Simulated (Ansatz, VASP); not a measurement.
# BeZn3Se4 in VASP and in Ansatz

```xyz
8
Lattice="3.9448 0.0000 0.0000 0.0000 7.9055 0.0000 0.0000 0.0000 5.6090" Properties=species:S:1:pos:R:3 pbc="T T T"
Be    1.9724    0.0000    2.8314
Zn    0.0000    6.0272    0.0021
Zn    0.0000    1.8783    0.0021
Zn    1.9724    3.9527    2.7949
Se    1.9724    6.0613    4.1273
Se    0.0000    0.0000    1.6110
Se    1.9724    1.8442    4.1273
Se    0.0000    3.9527    1.3308
```

Alike in both runs: task single point; functional PBEsol; k mesh 8 × 4 × 6; occupations gaussian, width 0.02 eV; no spin polarisation.

|  | VASP | Ansatz |
| --- | --- | --- |
| version | VASP 6.6.1 | Ansatz 0.2.0 |
| potentials or method | VASP PAW PBE potentials, release 64 (Be, Zn, Se), cutoff 520 eV | scalar-relativistic, plane waves, PAW |
| valence electrons in the cell | 62 | 102 |

Ansatz gave:

```
gap on the k mesh at the Fermi level (eV)                     : 1.53
least direct gap on the mesh (eV)                             : 1.53
pressure (GPa)                                                : -2.9
traceless stress, the component that is largest in VASP (GPa) : 0.05
rms of the force components (eV/Å)                            : 0.042
```

Task: Which values does VASP return?

Result: gap on the k mesh at the Fermi level (eV): 1.54; least direct gap on the mesh (eV): 1.54; pressure (GPa): -2.7; traceless stress, the component that is largest in VASP (GPa): 0.05; rms of the force components (eV/Å): 0.040.

VASP's potentials were made for PBE, not for PBEsol. Atom by atom the forces differ by 0.003 eV/Å (rms over components). The functional is the same, so the differences come from potentials, cutoffs and numerics. VASP's potentials hold 62 valence electrons a cell and Ansatz's 102, so a difference there can come from the potentials and not from the codes.
